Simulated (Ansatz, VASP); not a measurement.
# Two plane-wave programs on W7Au

```
W Au
1.0
     0.00000    4.40495    4.40495
     4.40495    0.00000    4.40495
     4.40495    4.40495    0.00000
W Au
7 1
Cartesian
  6.9810 4.4050 4.4050
  1.8289 4.4050 4.4050
  4.4050 4.4050 6.9810
  4.4050 4.4050 1.8289
  4.4050 1.8289 4.4050
  4.4050 6.9810 4.4050
  6.6074 6.6074 6.6074
  4.4050 4.4050 4.4050
```

Alike in both runs: functional PBE; k mesh 8 × 8 × 8; occupations gaussian, width 0.1 eV; no spin polarisation.

Ansatz relaxed the structure, and its values are those at the end. VASP's run is a single point on that final structure, the one shown.

```csv
,VASP,Ansatz
version,VASP 6.6.1,Ansatz 0.2.0
potentials or method,"VASP PAW PBE potentials, release 64 (W_sv, Au), cutoff 520 eV","scalar-relativistic, plane waves, PAW"
valence electrons in the cell,109,117
```

|  | VASP | Ansatz | Ansatz less VASP |
| --- | --- | --- | --- |
| gap on the k mesh at the Fermi level (eV) | none | none | - |
| pressure (GPa) | 0.3 | 0.0 | -0.32 |
| rms of the force components (eV/Å) | 0.032 | 0.001 | -0.0318 |

A gap of «none» marks a metal or a gap that the smearing closes. VASP's potentials hold 109 valence electrons a cell and Ansatz's 117, so a difference there can come from the potentials and not from the codes.

Neither program's run includes spin-orbit coupling.
